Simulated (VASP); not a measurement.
Input of a VASP 6.6.1 run:

File INCAR:

```
PREC     = Accurate       # precision mode
ENCUT    = 520            # plane-wave cutoff, eV
EDIFF    = 1E-6           # SCF threshold, eV
ISMEAR   = 0              # smearing method
SIGMA    = 0.05           # smearing width, eV
LREAL    = False          # projectors in reciprocal space
LASPH    = True           # aspherical terms in the spheres
NELM     = 80             # most SCF steps
ALGO     = Normal         # electronic algorithm
ISIF     = 2              # what is computed and relaxed
LWAVE    = False          # write WAVECAR
LCHARG   = False          # write CHGCAR
LDIPOL   = True         
IDIPOL   = 3            
DIPOL    = 0.5 0.5 0.696
GGA      = PE             # functional
IVDW     = 12             # dispersion correction
NBANDS   = 11             # bands
```

The input KPOINTS:

```
regular mesh
0
Gamma
  2 2 1
```

File POSCAR:

```
H2O
1.0
    8.1097874832      0.0000000000      0.0000000000
    0.0000000000      8.1227572128      0.0000000000
    0.0000000000      0.0000000000     27.4762880699
O H
1 2
Direct
   -0.0291220852      0.9665467849      0.7027635266
    0.0148202978      1.0372626577      0.6770466798
    0.0583936006      0.8873948241      0.7085668944
```

Potentials or basis: VASP PAW PBE potentials, release 64 (O, H).

Launch:

```console
$ cat potpaw_PBE.64/O/POTCAR potpaw_PBE.64/H/POTCAR > POTCAR
$ mpirun -np 1 vasp_std > vasp.out
```

(1) What does it give for the gap between the frontier levels?

(2) Predict the largest force.

(3) What does it give for the dispersion energy per atom?

Answers

(1) 6.04 eV, direct.

(2) 0.341 eV/Å.

(3) -0.003 eV.
